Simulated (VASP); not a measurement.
# WC (P-6m2) in VASP: further runs

WC is run at these levels: r2SCAN; tasks: single point.

Everything below comes from runs of VASP 6.6.1. Logs are shortened: lines on timing, memory, paths and dates and some standing lists are left out, and cuts for length are marked.

## (1) The cell of the first run

The structure is hexagonal, space group P-6m2 (No. 187). Conventional cell: a = 2.821 Å, b = 2.821 Å, c = 3.022 Å, α = 90.00°, β = 90.00°, γ = 120.00°. W (site symmetry -6m2) has 6 C at 2.22 Å and 6 W at 2.82 Å within 2.9 Å. C (site symmetry -6m2) has 6 W at 2.22 Å and 6 C at 2.82 Å within 2.9 Å.

## (2) Single point, r2SCAN

POSCAR

```
WC
1.0
    2.8210315655      0.0000000000      0.0000000000
   -1.4105157828      2.4430850006      0.0000000000
    0.0000000000      0.0000000000      3.0222610159
W C
1 1
Direct
    0.0000000000      0.0000000000      0.0000000000
    0.6666666667      0.3333333333      0.5000000000
```

INCAR.step1

```
SYSTEM = WC
PREC = Accurate
ENCUT = 520
ISMEAR = 0
SIGMA = 0.15
LREAL = .False.
LASPH = .True.
NELM = 100
NBANDS = 16
GGA = PE
ALGO = Normal
EDIFF = 1E-4
LWAVE = .True.
LCHARG = .False.
```

INCAR.step2

```
SYSTEM = WC
PREC = Accurate
ENCUT = 520
EDIFF = 1E-6
ISMEAR = 0
SIGMA = 0.15
LREAL = .False.
LASPH = .True.
NELM = 100
ALGO = Normal
ISIF = 2
LWAVE = .False.
LCHARG = .True.
METAGGA = R2SCAN
LMIXTAU = .True.
LELF = .True.
LVHAR = .True.
NBANDS = 16
ISTART = 1
```

KPOINTS

```
regular mesh
0
Gamma
  24 24 24
  0 0 0
```

Potentials or basis: VASP PAW PBE potentials, release 64 (W_sv, C).

Launch:

```bash
$ cat potpaw_PBE.64/W_sv/POTCAR potpaw_PBE.64/C/POTCAR > POTCAR
$ cp INCAR.step1 INCAR
$ mpirun -np 1 vasp_std > vasp.out
$ cp INCAR.step2 INCAR
$ mpirun -np 1 vasp_std > vasp.out
```

OUTCAR:

```text
SYSTEM = WC
   PREC = Accurate
   ENCUT = 520
   EDIFF = 1E-6
   ISMEAR = 0
   LREAL = .False.
   LASPH = .True.
   NELM = 100
   ISIF = 2
   METAGGA = R2SCAN
   ISTART = 1

 ion  position               nearest neighbor table
   1  0.000  0.000  0.000-   2 2.22   2 2.22   2 2.22   2 2.22   2 2.22   2 2.22
   2  0.667  0.333  0.500-   1 2.22   1 2.22   1 2.22   1 2.22   1 2.22   1 2.22

  LATTYP: Found a hexagonal cell.
 ALAT       =     2.8210315655
 C/A-ratio  =     1.0713318677

  Lattice vectors:

 A1 = (   2.8210315655,   0.0000000000,   0.0000000000)
 A2 = (  -1.4105157828,   2.4430850006,   0.0000000000)
 A3 = (   0.0000000000,   0.0000000000,   3.0222610159)

Analysis of symmetry for initial positions (statically):
=====================================================================
 Subroutine PRICEL returns:
 Original cell was already a primitive cell.

 Routine SETGRP: Setting up the symmetry group for a
 hexagonal supercell.

 Subroutine GETGRP returns: Found 12 space group operations
 (whereof 12 operations were pure point group operations)
 out of a pool of 24 trial point group operations.

The static configuration has the point symmetry D_3h.

Analysis of symmetry for dynamics (positions and initial velocities):
=====================================================================
 Subroutine PRICEL returns:
 Original cell was already a primitive cell.

 Routine SETGRP: Setting up the symmetry group for a
 hexagonal supercell.

 Subroutine GETGRP returns: Found 12 space group operations
 (whereof 12 operations were pure point group operations)
 out of a pool of 24 trial point group operations.

The dynamic configuration has the point symmetry D_3h.

 Subroutine INISYM returns: Found 12 space group operations
 (whereof 12 operations are pure point group operations),
 and found     1 'primitive' translations

----------------------------------------------------------------------------------------

                                     Primitive cell

  volume of cell :      20.8295

  direct lattice vectors                    reciprocal lattice vectors
     2.821031565  0.000000000  0.000000000     0.354480259  0.204659273  0.000000000
    -1.410515783  2.443085001  0.000000000     0.000000000  0.409318546  0.000000000
     0.000000000  0.000000000  3.022261016     0.000000000  0.000000000  0.330878106

[... 75 lines left out ...]
   ISTART =      1    job   : 0-new  1-cont  2-samecut
   ICHARG =      0    charge: 1-file 2-atom 10-const
   ISPIN  =      1    spin polarized calculation?
   LNONCOLLINEAR =      F non collinear calculations
   LSORBIT =      F    spin-orbit coupling
   LASPH  =      T    aspherical Exc in radial PAW
   ENCUT  =  520.0 eV  38.22 Ry    6.18 a.u.   5.25  5.25  5.62*2*pi/ulx,y,z
   NELM   =    100;   NELMIN=  2; NELMDL=  0     # of ELM steps
   EDIFF  = 0.1E-05   stopping-criterion for ELM
   LREAL  =      F    real-space projection
   EDIFFG = 0.1E-04   stopping-criterion for IOM
   NSW    =      0    number of steps for IOM
   IBRION =     -1    ionic relax: 0-MD 1-quasi-New 2-CG
   NFREE  =      0    steps in history (QN), initial steepest desc. (CG)
   ISIF   =      2    stress and relaxation
   ISYM   =      2    0-nonsym 1-usesym 2-fastsym
   POTIM  = 0.5000    time-step for ionic-motion
   TEBEG  =    0.0;   TEEND  =   0.0 temperature during run
   PSTRESS=    0.0 pullay stress
   NELECT =      18.0000    total number of electrons
   NUPDOWN=      -1.0000    fix difference up-down
   EMIN   =  10.00;   EMAX   =-10.00  energy-range for DOS
   EFERMI =   0.00;   METHOD = LEGACY
   ISMEAR =     0;   SIGMA  =   0.15  broadening in eV -4-tet -1-fermi 0-gaus
   EFERMI_NEDOS =   21; number of points for ismear=-14 and -15
   IALGO  =     38    algorithm
   IMIX   =      4    mixing-type and parameters
     AMIX     =   0.40;   BMIX     =  1.00
     AMIX_MAG =   1.60;   BMIX_MAG =  1.00
  volume/ion in A,a.u.               =      10.41        70.28
  Fermi-wavevector in a.u.,A,eV,Ry     =   1.559335  2.946716 33.082926  2.431526
  Thomas-Fermi vector in A             =   2.662709
   LORBIT       =      0    0 simple, 1 ext, 2 COOP (PROOUT), +10 PAW based schemes
   METAGGA = R2SCAN    functional components
   LHFCALC =     F    Hartree Fock is set to
   AEXX    =    0.0000 exact exchange contribution
   IVDW    =     0    specifies the selected vdW correction
   LEPSILON=     F    determine dielectric tensor
   LRPA    =     F    only Hartree local field effects (RPA)
 non-spin polarized calculation
 Gauss-broadening in eV      SIGMA  =   0.15
  energy-cutoff  :      520.00
  volume of cell :       20.83
 maximum number of plane-waves:       574
 NGX is ok and might be reduce to    24

 number of electron      18.0000000 magnetization

 Free energy of the ion-electron system (eV)
  ---------------------------------------------------
  ext. energy  EPLUGINS =         0.00000000
  ---------------------------------------------------
  free energy    TOTEN  =       -61.32300710 eV

  energy without entropy =      -61.32048120  energy(sigma->0) =      -61.32174415

 E-fermi :  10.9024     XC(G=0): -14.9711

 val. band max:       10.8962022403   @ k =   0.0000   0.0000   0.3750
 cond. band min:      10.9063048988   @ k =   0.0417   0.0417   0.3750
 fundamental gap:      0.0101026586
 Fermi energy:        10.9023924207

 k-point     1 :       0.0000    0.0000    0.0000
  band No.  band energies     occupation
      1     -65.0593      2.00000
      2     -28.5396      2.00000
      3     -28.1161      2.00000
      4     -28.1161      2.00000
      5      -4.2674      2.00000
      6       6.1789      2.00000
[... 433 lines left out ...]
      3     -28.3837      2.00000
      4     -28.3727      2.00000
      5      -0.5284      2.00000
      6       3.7986      2.00000
[... 8 lines left out ...]
     15      24.7718      0.00000
     16      30.7788      0.00000

 [... further k-points ...]
[... 5 lines left out ...]
  --------------------------------------------------------------------------------------
  -------------------------------------------------------------------------------------
  Total        3.0499052      3.0499052     -5.9002143     -0.0000000      0.0000000      0.0000000
  in kB      234.5948280    234.5948280   -453.8369765     -0.0000000      0.0000000      0.0000000
  external PRESSURE =       5.1175598 kB  Pullay stress =       0.0000000 kB

 VOLUME and BASIS-vectors are now :
 -----------------------------------------------------------------------------
  energy-cutoff  :      520.00
  volume of cell :       20.83
      direct lattice vectors                 reciprocal lattice vectors
     2.821031565  0.000000000  0.000000000     0.354480259  0.204659273  0.000000000
    -1.410515783  2.443085001  0.000000000     0.000000000  0.409318546  0.000000000
     0.000000000  0.000000000  3.022261016     0.000000000  0.000000000  0.330878106

 POSITION                                       TOTAL-FORCE (eV/Angst)
 -----------------------------------------------------------------------------------
      0.00000      0.00000      0.00000         0.000000      0.000000      0.000000
      1.41052      0.81436      1.51113         0.000000      0.000000      0.000000
 -----------------------------------------------------------------------------------
    total drift:                               -0.000000      0.000000      0.000000

  FREE ENERGIE OF THE ION-ELECTRON SYSTEM (eV)
  ---------------------------------------------------
  free  energy   TOTEN  =       -61.3230071016 eV

  energy  without entropy=      -61.3204812033  energy(sigma->0) =      -61.32174415
```

OSZICAR.step1:

```text
N       E                     dE             d eps       ncg     rms          rms(c)
DAV:   1     0.110300956899E+03    0.11030E+03   -0.93809E+03 25416   0.125E+03
DAV:   2    -0.219291685417E+02   -0.13223E+03   -0.12772E+03 29784   0.338E+02
DAV:   3    -0.251253984539E+02   -0.31962E+01   -0.31844E+01 28568   0.498E+01
DAV:   4    -0.251420320862E+02   -0.16634E-01   -0.16633E-01 32904   0.404E+00
DAV:   5    -0.251421547822E+02   -0.12270E-03   -0.12270E-03 28560   0.329E-01    0.314E+01
DAV:   6    -0.223302950432E+02    0.28119E+01   -0.61822E+00 32176   0.260E+01    0.833E+00
DAV:   7    -0.222106168763E+02    0.11968E+00   -0.65257E-01 28960   0.597E+00    0.661E+00
DAV:   8    -0.221766881324E+02    0.33929E-01   -0.82269E-02 29088   0.277E+00    0.707E-01
DAV:   9    -0.221762501152E+02    0.43802E-03   -0.20749E-03 27688   0.495E-01    0.132E-01
DAV:  10    -0.221761461813E+02    0.10393E-03   -0.32057E-04 32056   0.205E-01    0.241E-02
DAV:  11    -0.221761443181E+02    0.18631E-05   -0.19297E-05 13976   0.477E-02
   1 F= -.22176144E+02 E0= -.22174723E+02  d E =-.284276E-02
```

It took 18 min on 1 thread of Oxide Virtual Turin-like, shared host; peak memory 0.33 GiB.

Results:

```yaml
Free_energy: -61.3230 eV
Pressure: 0.5 GPa
Band_gap_on_the_k_mesh: zero (bands 9 and 10 overlap by 1.25 eV)
```

Levels at points of the mesh, in eV from the Fermi level:
```csv
k point,band 7,band 8,band 9,band 10,band 11,band 12
"(0.00, 0.00, 0.00)",-2.79,-2.79,-0.81,3.32,3.32,5.55
"(0.50, 0.00, 0.00)",-4.71,-3.78,0.14,2.18,5.34,6.01
"(0.00, 0.00, 0.50)",-1.10,-1.10,-0.64,-0.64,2.05,5.29
"(0.50, 0.00, 0.50)",-4.63,-3.71,-0.01,4.68,5.21,6.71
```

Caveat: the stress differs along the axes, from -45 to 23 GPa; the PAW data sets were made with another functional, which shifts forces and pressure a little; spin-orbit coupling is left out, which moves the levels of the heavy elements.

## (3) Single point, r2SCAN

This run uses another cell than the first one, of the same volume but with other edges.

POSCAR

```
WC
1.0
    2.9519914574      0.0000000000      0.0000000000
   -1.4759957287      2.5564995938      0.0000000000
    0.0000000000      0.0000000000      2.7600545641
W C
1 1
Direct
    0.0000000000      0.0000000000      0.0000000000
    0.6666666667      0.3333333333      0.5000000000
```

INCAR.step1

```
SYSTEM = WC
PREC     = Accurate       ! precision mode
ENCUT    = 520            ! plane-wave cutoff, eV
ISMEAR   = 0              ! smearing method
SIGMA    = 0.15           ! smearing width, eV
LREAL    = .False.        ! projectors in reciprocal space
LASPH    = .True.         ! aspherical terms in the spheres
NELM     = 80             ! most SCF steps
NBANDS   = 16             ! bands
GGA      = PE             ! functional
ALGO     = Normal         ! electronic algorithm
EDIFF    = 1E-4           ! SCF threshold, eV
LWAVE    = .True.         ! write WAVECAR
LCHARG   = .False.        ! write CHGCAR
```

INCAR.step2

```
SYSTEM = WC
PREC     = Accurate       ! precision mode
ENCUT    = 520            ! plane-wave cutoff, eV
EDIFF    = 1E-6           ! SCF threshold, eV
ISMEAR   = 0              ! smearing method
SIGMA    = 0.15           ! smearing width, eV
LREAL    = .False.        ! projectors in reciprocal space
LASPH    = .True.         ! aspherical terms in the spheres
NELM     = 80             ! most SCF steps
ALGO     = Normal         ! electronic algorithm
ISIF     = 2              ! what is computed and relaxed
LWAVE    = .False.        ! write WAVECAR
LCHARG   = .True.         ! write CHGCAR
METAGGA  = R2SCAN         ! meta-GGA
LMIXTAU  = .True.       
LELF     = .True.         ! ELF
LVHAR    = .True.       
NBANDS   = 16             ! bands
ISTART   = 1
```

KPOINTS

```
Automatic mesh
0
Gamma
  24 24 24
  0 0 0
```

Potentials or basis: VASP PAW PBE potentials, release 64 (W_sv, C).

Launch:

```bash
$ cat potpaw_PBE.64/W_sv/POTCAR potpaw_PBE.64/C/POTCAR > POTCAR
$ cp INCAR.step1 INCAR
$ mpirun -np 1 vasp_std > vasp.out
$ cp INCAR.step2 INCAR
$ mpirun -np 1 vasp_std > vasp.out
```

It took 16 min on 1 thread of Oxide Virtual Turin-like, shared host; peak memory 0.34 GiB.

The run converged. Its results:

```
Free energy            : -61.5584 eV
Pressure               : 4.2 GPa
Band gap on the k mesh : zero (bands 9 and 10 overlap by 1.42 eV)
```

Stress tensor (GPa, compression positive):
```
-6.31  0.00  0.00
 0.00 -6.31  0.00
 0.00  0.00 25.26
```

Levels at points of the mesh, in eV from the Fermi level:
```csv
k point,band 6,band 7,band 8,band 9,band 10,band 11,band 12,band 13
"(0.00, 0.00, 0.00)",-4.49,-3.82,-3.82,0.52,3.48,3.48,6.09,6.09
"(0.50, 0.00, 0.00)",-7.44,-3.75,-3.26,-0.84,2.66,4.42,4.57,7.46
"(0.00, 0.00, 0.50)",-8.95,-2.55,-2.55,-0.56,-0.56,4.52,4.56,4.56
"(0.50, 0.00, 0.50)",-6.73,-4.83,-4.28,0.28,4.30,5.64,6.90,9.56
```

Caveat: the stress differs along the axes, from -6 to 25 GPa; the PAW data sets were made with another functional, which shifts forces and pressure a little; spin-orbit coupling is left out, which moves the levels of the heavy elements.
